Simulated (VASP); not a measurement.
Na3Cl2, 5 atoms in the cell. The structure is orthorhombic, space group Cmmm (No. 65). The conventional cell has a = 3.520 Å, b = 20.341 Å, c = 3.528 Å, α = 90.00°, β = 90.00°, γ = 90.00°. Within 4.0 Å of Na (site symmetry mmm) lie 8 Cl at 3.05 Å and 6 Na at 3.44 to 3.53 Å. Na (site symmetry m2m) has 4 Cl at 3.00 Å and 7 Na at 3.44 to 3.74 Å within 4.0 Å. Within 4.0 Å of Cl (site symmetry m2m) lie 8 Na at 3.00 to 3.05 Å and 5 Cl at 3.52 to 3.53 Å. 

* Program: VASP 6.6.1
* Task: single point
* Functional: PBE
* Potentials or basis: VASP PAW PBE potentials, release 64 (Na_pv, Cl)
* Cutoff: 520 eV
* k mesh: 2 × 2 × 2
* Occupations: tetrahedron
* Spin: no spin polarisation
* Dipole correction: no
* Further INCAR settings: ALGO = Normal; EDIFF = 1e-06; NBANDS = 26

Potentials or basis: VASP PAW PBE potentials, release 64 (Na_pv, Cl).

Command:

```sh
$ cat potpaw_PBE.64/Na_pv/POTCAR potpaw_PBE.64/Cl/POTCAR > POTCAR
$ mpirun -np 1 vasp_std > vasp.out
```

Hardware: 1 thread of Intel Xeon 8259CL, with other jobs on the host.

How long does it take, and how much memory?

Run time: 89 s on 1 thread of Intel Xeon 8259CL (shared host), peak memory 0.38 GiB. Counts: scf iterations 13, k points 6.
